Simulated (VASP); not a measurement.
Set up this calculation in VASP 6.6.1, as the native input.

| Item | Value |
| --- | --- |
| Task | relaxation of cell and atoms |
| Functional | LDA |
| Potentials or basis | VASP PAW LDA potentials, release 64 (Sn_d, Pt) |
| Cutoff | 600 eV |
| k mesh | 10 × 10 × 10 |
| Occupations | gaussian, width 0.1 eV |
| Spin | no spin polarisation |
| Dipole correction | no |
| Further INCAR settings | ALGO = Fast; EDIFF = 1e-07; IBRION = 2; EDIFFG = -0.005; NSW = 70; ISIF = 3 |

The structure of SnPt3 lies in POSCAR:

```
SnPt3
1.0
    4.0605959511      0.0000000000      0.0000000000
    0.0000000000      4.0605959511      0.0000000000
    0.0000000000      0.0000000000      4.0605959511
Sn Pt
1 3
Direct
    0.0000000000      0.0000000000      0.0000000000
    0.0000000000      0.5000000000      0.5000000000
    0.5000000000      0.0000000000      0.5000000000
    0.5000000000      0.5000000000      0.0000000000
```

One way to write it, as run:

INCAR

```
SYSTEM = SnPt3
PREC = Accurate
ENCUT = 600
EDIFF = 1E-7
ISMEAR = 0
SIGMA = 0.1
LREAL = .FALSE.
LASPH = .TRUE.
NELM = 100
ALGO = Fast
ISIF = 3
LWAVE = .FALSE.
LCHARG = .FALSE.
GGA = CA
IBRION = 2
NSW = 70
EDIFFG = -0.005
```

KPOINTS

```
regular mesh
0
G
  10 10 10
  0 0 0
```

Potentials or basis: VASP PAW LDA potentials, release 64 (Sn_d, Pt).

Command:

```bash
$ cat potpaw_LDA.64/Sn_d/POTCAR potpaw_LDA.64/Pt/POTCAR > POTCAR
$ mpirun -np 1 vasp_std > vasp.out
```

Results of the run:

- Relaxed volume: 15.82 Å³/atom
- Relaxed cell: a = 3.985 Å, b = 3.985 Å, c = 3.985 Å, α = 90.00°, β = 90.00°, γ = 90.00°
- Space group after relaxing (to 0.05 Å): Pm-3m (No. 221)
- Energy gained by relaxing: 36.5 meV/atom
- Ionic steps: 7
- Pressure after relaxing: 0.0 GPa
- Band gap on the k mesh: zero (band 22 reaches 12.18 eV, above the bottom of band 23 at 11.72 eV)

Caveat: spin-orbit coupling is left out, which moves the levels of the heavy elements.

Run time: 5.6 min on 1 thread of Intel(R) Xeon(R) Platinum 8259CL CPU @ 2.50GHz (Skylake/Cascade Lake), with other jobs on the host, peak memory 0.24 GiB.
